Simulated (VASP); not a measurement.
# Tc (I4/mmm) in VASP: further runs

Runs on Tc. Level: PBEsol. Tasks: electric field gradients.

Everything below comes from runs of VASP 6.6.1. Logs are shortened: lines on timing, memory, paths and dates and some standing lists are left out, and cuts for length are marked.

## Step 1: The cell of the first run

It takes space group I4/mmm (No. 139, tetragonal). Conventional cell: a = 2.730 Å, b = 2.730 Å, c = 3.900 Å, α = 90.00°, β = 90.00°, γ = 90.00°. Tc (site symmetry 4/mmm) has 12 Tc at 2.73 to 2.74 Å within 3.6 Å.

## Step 2: Electric field gradients, PBEsol (equal xx and yy strain of -1 %)

INCAR

```
PREC = Accurate ; ENCUT = 520
EDIFF = 1E-8 ; ISMEAR = -1
SIGMA = 0.03 ; LREAL = False
LASPH = True ; NELM = 80
ALGO = Normal ; ISIF = 2
LWAVE = False ; LCHARG = False
GGA = PS ; LEFG = True
NBANDS = 12
```

KPOINTS

```
regular mesh
0
Gamma
  18 18 18
```

POSCAR

```
Tc
1.0
    0.0000000000      1.9305000000      1.9500000000
    1.9305000000      0.0000000000      1.9500000000
    1.9305000000      1.9305000000      0.0000000000
Tc
1
Direct
    0.0000000000      0.0000000000      0.0000000000
```

Potentials or basis: VASP PAW PBE potentials, release 64 (Tc_pv).

The run is started by

```bash
cat potpaw_PBE.64/Tc_pv/POTCAR > POTCAR
mpirun -np 1 vasp_std > vasp.out
```

OUTCAR:

```text
PREC = Accurate
   ENCUT = 520
   EDIFF = 1E-8
   ISMEAR = -1
   LREAL = False
   LASPH = True
   NELM = 80
   ISIF = 2
   GGA = PS

 ion  position               nearest neighbor table
   1  0.000  0.000  0.000-

  LATTYP: Found a body centered tetragonal cell.
 ALAT       =     2.7301392822
 C/A-ratio  =     1.4284985479

  Lattice vectors:

 A1 = (  -1.9305000000,   0.0000000000,   1.9500000000)
 A2 = (   1.9305000000,   0.0000000000,   1.9500000000)
 A3 = (   0.0000000000,   1.9305000000,  -1.9500000000)

Analysis of symmetry for initial positions (statically):
=====================================================================
 Subroutine PRICEL returns:
 Original cell was already a primitive cell.

 Routine SETGRP: Setting up the symmetry group for a
 body centered tetragonal supercell.

 Subroutine GETGRP returns: Found 16 space group operations
 (whereof 16 operations were pure point group operations)
 out of a pool of 16 trial point group operations.

The static configuration has the point symmetry D_4h.

Analysis of symmetry for dynamics (positions and initial velocities):
=====================================================================
 Subroutine PRICEL returns:
 Original cell was already a primitive cell.

 Routine SETGRP: Setting up the symmetry group for a
 body centered tetragonal supercell.

 Subroutine GETGRP returns: Found 16 space group operations
 (whereof 16 operations were pure point group operations)
 out of a pool of 16 trial point group operations.

The dynamic configuration has the point symmetry D_4h.

 Subroutine INISYM returns: Found 16 space group operations
 (whereof 16 operations are pure point group operations),
 and found     1 'primitive' translations

----------------------------------------------------------------------------------------

                                     Primitive cell

  volume of cell :      14.5346

  direct lattice vectors                    reciprocal lattice vectors
     0.000000000  1.930500000  1.950000000    -0.259000259  0.259000259  0.256410256
     1.930500000  0.000000000  1.950000000     0.259000259 -0.259000259  0.256410256
     1.930500000  1.930500000  0.000000000     0.259000259  0.259000259 -0.256410256

  length of vectors
     2.743962509  2.743962509  2.730139282     0.447111270  0.447111270  0.447111270

  position of ions in fractional coordinates (direct lattice)
     0.000000000  0.000000000  0.000000000

  ion indices of the primitive-cell ions
   primitive index   ion index
                 1           1

----------------------------------------------------------------------------------------

 KPOINTS: regular mesh

Automatic generation of k-mesh.
 Grid dimensions read from file:
 generate k-points for:   18   18   18

 Generating k-lattice:

  Cartesian coordinates                     Fractional coordinates (reciprocal lattice)
    -0.014388903  0.014388903  0.014245014     0.055555556  0.000000000  0.000000000
     0.014388903 -0.014388903  0.014245014     0.000000000  0.055555556  0.000000000
     0.014388903  0.014388903 -0.014245014    -0.000000000 -0.000000000  0.055555556

  Length of vectors
     0.024839515  0.024839515  0.024839515

  Shift w.r.t. Gamma in fractional coordinates (k-lattice)
     0.000000000  0.000000000  0.000000000

 Subroutine IBZKPT returns following result:
 ===========================================

 Found    480 irreducible k-points:

 Following reciprocal coordinates:
            Coordinates               Weight
  0.000000  0.000000  0.000000      1.000000
  0.055556 -0.000000  0.000000      8.000000
  0.111111 -0.000000  0.000000      8.000000
  0.166667 -0.000000  0.000000      8.000000
  0.222222 -0.000000  0.000000      8.000000
  0.277778 -0.000000  0.000000      8.000000
[... 16 lines left out ...]
 -0.277778  0.055556  0.000000      8.000000
 -0.222222  0.055556  0.000000      8.000000
 [... further k-points ...]
   k-points           NKPTS =    480   k-points in BZ     NKDIM =    480   number of bands    NBANDS=     12
   number of dos      NEDOS =    301   number of ions     NIONS =      1
   total plane-waves  NPLWV =   8000
   dimension x,y,z NGX =    20 NGY =   20 NGZ =   20
   dimension x,y,z NGXF=    40 NGYF=   40 NGZF=   40
   ions per type =               1
   NGX,Y,Z   is equivalent  to a cutoff of  12.12, 12.12, 12.18 a.u.
   NGXF,Y,Z  is equivalent  to a cutoff of  24.23, 24.23, 24.36 a.u.
 SYSTEM =  unknown system
   PREC   = accura    normal or accurate (medium, high low for compatibility)
   ISTART =      0    job   : 0-new  1-cont  2-samecut
   ICHARG =      2    charge: 1-file 2-atom 10-const
   ISPIN  =      1    spin polarized calculation?
   LNONCOLLINEAR =      F non collinear calculations
   LSORBIT =      F    spin-orbit coupling
   LASPH  =      T    aspherical Exc in radial PAW
   ENCUT  =  520.0 eV  38.22 Ry    6.18 a.u.   5.10  5.10  5.08*2*pi/ulx,y,z
   NELM   =     80;   NELMIN=  2; NELMDL= -5     # of ELM steps
   EDIFF  = 0.1E-07   stopping-criterion for ELM
   LREAL  =      F    real-space projection
   EDIFFG = 0.1E-06   stopping-criterion for IOM
   NSW    =      0    number of steps for IOM
   IBRION =     -1    ionic relax: 0-MD 1-quasi-New 2-CG
   NFREE  =      0    steps in history (QN), initial steepest desc. (CG)
   ISIF   =      2    stress and relaxation
   ISYM   =      2    0-nonsym 1-usesym 2-fastsym
   POTIM  = 0.5000    time-step for ionic-motion
   TEBEG  =    0.0;   TEEND  =   0.0 temperature during run
   PSTRESS=    0.0 pullay stress
   NELECT =      13.0000    total number of electrons
   NUPDOWN=      -1.0000    fix difference up-down
   EMIN   =  10.00;   EMAX   =-10.00  energy-range for DOS
   EFERMI =   0.00;   METHOD = LEGACY
   ISMEAR =    -1;   SIGMA  =   0.03  broadening in eV -4-tet -1-fermi 0-gaus
   EFERMI_NEDOS =   21; number of points for ismear=-14 and -15
   IALGO  =     38    algorithm
   IMIX   =      4    mixing-type and parameters
     AMIX     =   0.40;   BMIX     =  1.00
     AMIX_MAG =   1.60;   BMIX_MAG =  1.00
  volume/ion in A,a.u.               =      14.53        98.08
  Fermi-wavevector in a.u.,A,eV,Ry     =   1.577325  2.980712 33.850675  2.487954
  Thomas-Fermi vector in A             =   2.678024
   LORBIT       =      0    0 simple, 1 ext, 2 COOP (PROOUT), +10 PAW based schemes
   GGA     = PS    functional components
   LHFCALC =     F    Hartree Fock is set to
   AEXX    =    0.0000 exact exchange contribution
   IVDW    =     0    specifies the selected vdW correction
   LEPSILON=     F    determine dielectric tensor
   LRPA    =     F    only Hartree local field effects (RPA)
 non-spin polarized calculation
  energy-cutoff  :      520.00
  volume of cell :       14.53
 maximum number of plane-waves:       401
   NGX = 11   NGY = 11   NGZ = 11

 number of electron      12.9999999 magnetization

 Free energy of the ion-electron system (eV)
  ---------------------------------------------------
  ext. energy  EPLUGINS =         0.00000000
  ---------------------------------------------------
  free energy    TOTEN  =       -11.17690805 eV

  energy without entropy =      -11.17383531  energy(sigma->0) =      -11.17537168

 E-fermi :  12.4199     XC(G=0): -13.8539

 val. band max:       12.4195504592   @ k =   0.3889  -0.0000   0.2222
 cond. band min:      12.4214752657   @ k =  -0.1667   0.0556   0.1667
 fundamental gap:      0.0019248064
 Fermi energy:        12.4198987583

 k-point     1 :       0.0000    0.0000    0.0000
  band No.  band energies     occupation
      1     -25.8799      2.00000
      2     -25.8749      2.00000
      3     -25.8749      2.00000
      4       4.9354      2.00000
      5      10.5827      2.00000
      6      10.7090      2.00000
      7      10.7090      2.00000
      8      13.1631      0.00000
      9      13.3251      0.00000
     10      26.4459      0.00000
     11      31.7268      0.00000
     12      32.0678      0.00000

 k-point     2 :       0.0556   -0.0000    0.0000
  band No.  band energies     occupation
      1     -25.9158      2.00000
      2     -25.8833      2.00000
      3     -25.8796      2.00000
      4       5.0665      2.00000
      5      10.5615      2.00000
      6      10.7090      2.00000
      7      10.7668      2.00000
      8      13.1235      0.00000
      9      13.2808      0.00000
     10      26.6836      0.00000
     11      31.3226      0.00000
     12      32.0887      0.00000

 k-point     3 :       0.1111   -0.0000    0.0000
  band No.  band energies     occupation
      1     -26.0276      2.00000
      2     -25.8984      2.00000
      3     -25.8931      2.00000
      4       5.4412      2.00000
      5      10.3838      2.00000
      6      10.8366      2.00000
      7      10.9185      2.00000
      8      13.0384      0.00000
      9      13.1803      0.00000
     10      27.3333      0.00000
     11      30.1078      0.00000
     12      32.7167      0.00000

 k-point     4 :       0.1667   -0.0000    0.0000
  band No.  band energies     occupation
      1     -26.1966      2.00000
      2     -25.9213      2.00000
      3     -25.9137      2.00000
      4       5.9937      2.00000
      5      10.1753      2.00000
      6      10.9925      2.00000
      7      11.0887      2.00000
      8      13.0122      0.00000
      9      13.1235      0.00000
     10      28.0691      0.00000
     11      28.9544      0.00000
     12      33.7399      0.00000

 k-point     5 :       0.2222   -0.0000    0.0000
  band No.  band energies     occupation
      1     -26.4001      2.00000
      2     -25.9492      2.00000
      3     -25.9388      2.00000
      4       6.5802      2.00000
      5      10.1306      2.00000
      6      11.0394      2.00000
      7      11.1552      2.00000
      8      13.1880      0.00000
      9      13.2550      0.00000
     10      27.3594      0.00000
     11      29.2070      0.00000
     12      35.0632      0.00000
[... 228 lines left out ...]
      1     -26.9963      2.00000
      2     -26.0707      2.00000
      3     -26.0117      2.00000
      4       7.1201      2.00000
      5      10.4620      2.00000
      6      10.7421      2.00000
      7      12.3380      1.87772
      8      14.5970      0.00000
      9      15.5231      0.00000
     10      23.9924      0.00000
     11      26.9539      0.00000
     12      32.6848      0.00000

 k-point    22 :      -0.3333    0.0556    0.0000
  band No.  band energies     occupation
      1     -26.8610      2.00000
      2     -26.0543      2.00000
      3     -25.9887      2.00000
      4       7.1931      2.00000
      5      10.6383      2.00000
      6      10.8929      2.00000
      7      11.3961      2.00000
      8      14.0138      0.00000
      9      14.9598      0.00000
     10      25.0285      0.00000
     11      27.9569      0.00000
     12      33.6487      0.00000

 k-point    23 :      -0.2778    0.0556    0.0000
  band No.  band energies     occupation
      1     -26.6816      2.00000
      2     -26.0295      2.00000
      3     -25.9619      2.00000
      4       7.1605      2.00000
      5      10.5099      2.00000
      6      10.8676      2.00000
      7      11.0800      2.00000
      8      13.4197      0.00000
      9      14.3328      0.00000
     10      26.0615      0.00000
     11      29.0449      0.00000
     12      34.8173      0.00000

 k-point    24 :      -0.2222    0.0556    0.0000
  band No.  band energies     occupation
      1     -26.4784      2.00000
      2     -25.9990      2.00000
      3     -25.9347      2.00000
      4       6.8599      2.00000
      5      10.0527      2.00000
      6      11.0207      2.00000
      7      11.2230      2.00000
      8      12.9608      0.00000
      9      13.7727      0.00000
     10      27.1278      0.00000
     11      29.4269      0.00000
     12      34.3956      0.00000

 [... further k-points ...]
[... 5 lines left out ...]
  --------------------------------------------------------------------------------------
  -------------------------------------------------------------------------------------
  Total       -0.8790462     -0.8790462     -1.0750807      0.0000000     -0.0000000     -0.0000000
  in kB      -96.8987278    -96.8987278   -118.5079330      0.0000000     -0.0000000     -0.0000000
  external PRESSURE =    -104.1017962 kB  Pullay stress =       0.0000000 kB

 VOLUME and BASIS-vectors are now :
 -----------------------------------------------------------------------------
  energy-cutoff  :      520.00
  volume of cell :       14.53
      direct lattice vectors                 reciprocal lattice vectors
     0.000000000  1.930500000  1.950000000    -0.259000259  0.259000259  0.256410256
     1.930500000  0.000000000  1.950000000     0.259000259 -0.259000259  0.256410256
     1.930500000  1.930500000  0.000000000     0.259000259  0.259000259 -0.256410256

 POSITION                                       TOTAL-FORCE (eV/Angst)
 -----------------------------------------------------------------------------------
      0.00000      0.00000      0.00000        -0.000000      0.000000      0.000000
 -----------------------------------------------------------------------------------
    total drift:                                0.000000      0.000000      0.000000

  FREE ENERGIE OF THE ION-ELECTRON SYSTEM (eV)
  ---------------------------------------------------
  free  energy   TOTEN  =       -11.1769080528 eV

  energy  without entropy=      -11.1738353109  energy(sigma->0) =      -11.17537168

 Electric field gradients (V/A^2)
---------------------------------------------------------------------
 ion       V_xx      V_yy      V_zz      V_xy      V_xz      V_yz
---------------------------------------------------------------------
   1       0.819     0.819    -1.639    -0.001    -0.001    -0.001
---------------------------------------------------------------------

 Electric field gradients after diagonalization (V/A^2)
 (convention: |V_zz| > |V_xx| > |V_yy|)
----------------------------------------------------------------------
 ion       V_xx      V_yy      V_zz     asymmetry (V_yy - V_xx)/ V_zz
----------------------------------------------------------------------
   1       0.820     0.819    -1.639       0.001
----------------------------------------------------------------------

           NMR quadrupolar parameters

 Cq : quadrupolar parameter    Cq=e*Q*V_zz/h
 eta: asymmetry parameters     (V_yy - V_xx)/ V_zz
 Q  : nuclear electric quadrupole moment in mb (millibarn)
----------------------------------------------------------------------
 ion       Cq(MHz)       eta       Q (mb)
----------------------------------------------------------------------
   1      -0.004       0.001       1.000
----------------------------------------------------------------------
```

It took 25 s on 1 thread of Intel Xeon 6975P-C (Granite Rapids), shared host; peak memory 0.19 GiB.

What came out:

```
Free energy : -11.1769 eV
Pressure    : -10.4 GPa
```

Levels at points of the mesh, in eV from the Fermi level:
| k point | band 4 | band 5 | band 6 | band 7 | band 8 | band 9 | band 10 | band 11 |
| --- | --- | --- | --- | --- | --- | --- | --- | --- |
| (0.00, 0.00, 0.00) | -7.48 | -1.84 | -1.71 | -1.71 | 0.74 | 0.91 | 14.03 | 19.31 |
| (0.50, 0.00, 0.00) | -5.48 | -1.99 | -1.86 | 1.22 | 2.81 | 2.88 | 10.63 | 13.66 |
| (0.50, 0.50, 0.00) | -5.84 | -5.24 | 2.79 | 3.41 | 3.41 | 3.67 | 13.06 | 13.06 |
| (0.50, 0.00, 0.50) | -5.85 | -5.25 | 2.78 | 3.36 | 3.48 | 3.88 | 12.82 | 12.98 |

Electric field gradients, principal values (V/Å²):
```tsv
atom	least	middle	greatest (by size)
1 Tc	0.819	0.820	-1.639
```

Caveat: the cell differs from its parent crystal (equal xx and yy strain of -1 %); without QUAD_EFG the Cq values of the log hold for a quadrupole moment of 1 mb, not for the nuclei; the PAW data sets were made with another functional, which shifts forces and pressure a little.

[end of part 1 of 2]
